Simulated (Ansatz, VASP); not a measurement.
**Sn2Te3Pt in VASP and in Ansatz**

```
Sn Te Pt
1.0
     3.21792    1.85787    5.06133
    -3.21792    1.85787    5.06133
     0.00000   -3.71574    5.06133
Sn Te Pt
2 3 1
Cartesian
  0.0000 0.0000 9.5175
  0.0000 0.0000 5.6665
  -1.6090 0.9289 2.5307
  1.6090 0.9289 2.5307
  0.0000 -1.8579 2.5307
  0.0000 0.0000 0.0000
```

Change from the starting cell: species swapped into the Er2Al3Co type (R-3m, No. 166).

Alike in both runs: task single point; functional PBE; k mesh 3 × 3 × 3; occupations gaussian, width 0.1 eV; no spin polarisation.

```csv
,VASP,Ansatz
version,VASP 6.6.1,Ansatz 0.2.0
potentials or method,"VASP PAW PBE potentials, release 64 (Sn_d, Te, Pt), cutoff 520 eV","scalar-relativistic, plane waves, PAW"
valence electrons in the cell,56,94
```

|  | VASP | Ansatz | Ansatz less VASP |
| --- | --- | --- | --- |
| gap on the k mesh at the Fermi level (eV) | none | none | - |
| pressure (GPa) | -4.8 | -4.8 | +0.06 |
| traceless stress, the component that is largest in VASP (GPa) | -6.84 | -6.85 | -0.006 |
| rms of the force components (eV/Å) | 0.050 | 0.050 | +0.0003 |

Atom by atom the forces differ by 0.000 eV/Å (rms over components). A gap of «none» marks a metal or a gap that the smearing closes. The functional is the same, so the differences come from potentials, cutoffs and numerics. VASP's potentials hold 56 valence electrons a cell and Ansatz's 94, so a difference there can come from the potentials and not from the codes.

The k mesh is coarse, so the values compare programs but aren't converged. Neither program's run includes spin-orbit coupling.
